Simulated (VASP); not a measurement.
# CsLi3 (Pm-3m) in VASP: further runs, part 2 of 2

VASP 6.6.1. Earlier steps stand in the parts before.

### 3 Relaxation of cell and atoms, PBE

This run uses another cell than the first one, of 19.99 Å³/atom, 0.492 times its volume.

INCAR

```
PREC = Accurate
ENCUT = 600
EDIFF = 1E-6
ISMEAR = 0
SIGMA = 0.1
LREAL = F
LASPH = T
NELM = 80
ALGO = Normal
ISIF = 3
LWAVE = F
LCHARG = F
GGA = PE
IBRION = 2
NSW = 90
EDIFFG = -0.04
```

KPOINTS

```
regular mesh
0
Gamma
  4 4 4
```

POSCAR

```
CsLi3
1.0
    4.3081366645      0.0000000000      0.0000000000
    0.0000000000      4.3081366645      0.0000000000
    0.0000000000      0.0000000000      4.3081366645
Cs Li
1 3
Direct
    0.0000000000      0.0000000000      0.0000000000
    0.0000000000      0.5000000000      0.5000000000
    0.5000000000      0.0000000000      0.5000000000
    0.5000000000      0.5000000000      0.0000000000
```

Potentials or basis: VASP PAW PBE potentials, release 64 (Cs_sv, Li_sv).

Command:

```bash
$ cat potpaw_PBE.64/Cs_sv/POTCAR potpaw_PBE.64/Li_sv/POTCAR > POTCAR
$ mpirun -np 1 vasp_std > vasp.out
```

OUTCAR:

```text
PREC = Accurate
   ENCUT = 600
   EDIFF = 1E-6
   ISMEAR = 0
   LREAL = F
   LASPH = T
   NELM = 80
   ISIF = 3
   GGA = PE
   IBRION = 2
   NSW = 90
   EDIFFG = -0.04

 ion  position               nearest neighbor table
   1  0.000  0.000  0.000-
   2  0.000  0.500  0.500-
   3  0.500  0.000  0.500-
   4  0.500  0.500  0.000-

  LATTYP: Found a simple cubic cell.
 ALAT       =     4.3081366645

  Lattice vectors:

 A1 = (   4.3081366645,   0.0000000000,   0.0000000000)
 A2 = (   0.0000000000,   4.3081366645,   0.0000000000)
 A3 = (   0.0000000000,   0.0000000000,   4.3081366645)

Analysis of symmetry for initial positions (statically):
=====================================================================
 Subroutine PRICEL returns:
 Original cell was already a primitive cell.

[... 175 lines left out ...]
      5      -6.6396      2.00000
      6      -6.6396      2.00000
      7      -6.6396      2.00000
      8       0.3327      2.00000
      9       3.9026      0.08798
     10       3.9026      0.08798
     11       5.9673      0.00000
     12       5.9673      0.00000
     13       5.9673      0.00000
[... 217 lines left out ...]
--------------------------------------- Ionic step        3  -------------------------------------------

 number of electron      18.0000010 magnetization

 Free energy of the ion-electron system (eV)
  ---------------------------------------------------
  ext. energy  EPLUGINS =         0.00000000
  ---------------------------------------------------
  free energy    TOTEN  =        -4.99541257 eV

  energy without entropy =       -4.97980215  energy(sigma->0) =       -4.98760736

 E-fermi :   1.4471     XC(G=0):  -6.9614

 val. band max:        1.3642869118   @ k =   0.5000   0.5000   0.5000
 cond. band min:       1.4521525248   @ k =   0.5000   0.5000   0.2500
 fundamental gap:      0.0878656130
 Fermi energy:         1.4471060055

 k-point     1 :       0.0000    0.0000    0.0000
  band No.  band energies     occupation
      1     -46.4462      2.00000
      2     -46.4443      2.00000
      3     -46.4443      2.00000
      4     -21.7540      2.00000
      5      -8.6235      2.00000
      6      -8.6235      2.00000
      7      -8.6235      2.00000
      8      -1.6377      2.00000
      9       2.0504      0.00000
     10       2.0504      0.00000
     11       2.8586      0.00000
     12       2.8586      0.00000
     13       2.8586      0.00000
[... 173 lines left out ...]
  FREE ENERGIE OF THE ION-ELECTRON SYSTEM (eV)
  ---------------------------------------------------
  free  energy   TOTEN  =        -4.9954125664 eV

  energy  without entropy=       -4.9798021502  energy(sigma->0) =       -4.98760736

 reached required accuracy - stopping structural energy minimisation
```

Run time: 58 s. Hardware: 1 thread of AMD EPYC 7R43 (Zen 3), shared host; peak memory 0.17 GiB.

What came out:

| Item | Value |
| --- | --- |
| Free energy | -4.9954 eV |
| Relaxed volume | 33.50 Å³/atom |
| Relaxed cell | a = 5.117 Å, b = 5.117 Å, c = 5.117 Å, α = 90.00°, β = 90.00°, γ = 90.00° |
| Space group after relaxing (to 0.05 Å) | Pm-3m (No. 221) |
| Energy gained by relaxing | 383.5 meV/atom |
| Ionic steps | 3 |
| Pressure after relaxing | 0.2 GPa |
| Band gap on the k mesh | zero (band 9 reaches 2.05 eV, above the bottom of band 10 at 1.36 eV) |

Step by step:
```csv
step,energy change (eV),largest force (eV/Å),pressure (GPa),volume (Å³)
1,0.0000,0.0000,11.35,79.96
2,-0.9240,0.0000,5.92,97.49
3,-1.5341,0.0000,0.18,134.01
```

Final structure:
```
Cs Li
1.0
     5.11738    0.00000    0.00000
     0.00000    5.11738    0.00000
     0.00000    0.00000    5.11738
Cs Li
1 3
Direct
  0.00000 0.00000 0.00000
  0.00000 0.50000 0.50000
  0.50000 0.00000 0.50000
  0.50000 0.50000 0.00000
```

Caveat: the k points lie up to 0.31 Å⁻¹ apart in the final cell; the cutoff is under 1.25 times the usual one of these potentials, so pressure, stress and relaxed cells hold a basis-set (Pulay) error; the volume moved by over 15 % at a fixed basis, so the end points are rough; spin-orbit coupling is left out, which moves the levels of the heavy elements.

### 4 Single point, PBE

This run uses another cell than the first one: it holds 8 atoms, not 4.

INCAR

```
PREC = Accurate
ENCUT = 520
EDIFF = 1E-7
ISMEAR = 0
SIGMA = 0.1
LREAL = F
LASPH = T
NELM = 100
ALGO = Normal
ISIF = 2
LWAVE = F
LCHARG = F
GGA = PE
NBANDS = 28
```

KPOINTS

```
Automatic mesh
0
Gamma
  4 4 2
```

POSCAR

```
CsLi3
1.0
    0.0000000000      5.4391613439      0.0000000000
    0.0000000000      0.0000000000      5.4391613439
   10.8783226878      0.0000000000      0.0000000000
Cs Li
2 6
Direct
    0.0000000000      0.0000000000      0.0000000000
    0.0000000000      0.0000000000      0.5000000000
    0.5000000000      0.5000000000      0.5000000000
    0.5000000000      0.5000000000      0.0000000000
    0.0000000000      0.5000000000      0.2500000000
    0.0000000000      0.5000000000      0.7500000000
    0.5000000000      0.0000000000      0.2500000000
    0.5000000000      0.0000000000      0.7500000000
```

Command:

```bash
$ cat potpaw_PBE.64/Cs_sv/POTCAR potpaw_PBE.64/Li_sv/POTCAR > POTCAR
$ mpirun -np 1 vasp_std > vasp.out
```

It took 2.5 min on 1 thread of AMD EPYC 7R43 (Zen 3), shared host; peak memory 0.33 GiB.

Results (log left out):

| Item | Value |
| --- | --- |
| Free energy | -10.3706 eV |
| Band gap on the k mesh | zero (band 18 reaches 1.52 eV, above the bottom of band 19 at 0.71 eV) |

Levels at points of the mesh, in eV from the Fermi level:
```tsv
k point	band 16	band 17	band 18	band 19	band 20	band 21
(0.00, 0.00, 0.00)	-1.62	-1.40	0.78	0.78	0.92	1.03
(0.50, 0.00, 0.00)	-1.40	-1.21	-0.48	-0.03	-0.03	0.92
(0.50, 0.50, 0.00)	-0.48	-0.18	-0.03	-0.03	0.01	0.01
(0.00, 0.00, 0.50)	-2.44	-0.23	-0.23	0.84	0.84	1.20
(0.50, 0.00, 0.50)	-1.32	-1.22	-1.22	0.42	0.42	0.68
(0.50, 0.50, 0.50)	-0.93	-0.01	-0.01	-0.01	-0.01	0.07
```

Caveat: the cutoff is under 1.25 times the usual one of these potentials, so pressure, stress and relaxed cells hold a basis-set (Pulay) error; spin-orbit coupling is left out, which moves the levels of the heavy elements.

### 5 Summary

| task | cell | k mesh | cutoff (eV) | gap on the mesh (eV) |
| --- | --- | --- | --- | --- |
| single point | a = 5.458 Å, 4 atoms | 4 × 4 × 4 | 520 | none |
| relaxation of cell and atoms | relaxed from a = 4.308 Å, 4 atoms | 4 × 4 × 4 | 600 | none |
| single point | a = 5.439, b = 5.439, c = 10.878 Å, 8 atoms | 4 × 4 × 2 | 520 | none |

Alike in all rows: level PBE; potentials or basis VASP PAW PBE potentials, release 64 (Cs_sv, Li_sv); no spin polarisation; smearing gaussian 0.1 eV.

Caveats: some runs use coarse meshes; the cutoff is under 1.25 times the usual one of these potentials, so pressure, stress and relaxed cells hold a basis-set (Pulay) error; spin-orbit coupling is left out, which moves the levels of the heavy elements; the volume moved by over 15 % at a fixed basis, so the end points are rough (some runs).

Absolute energies hang on the potentials; compare differences alone.
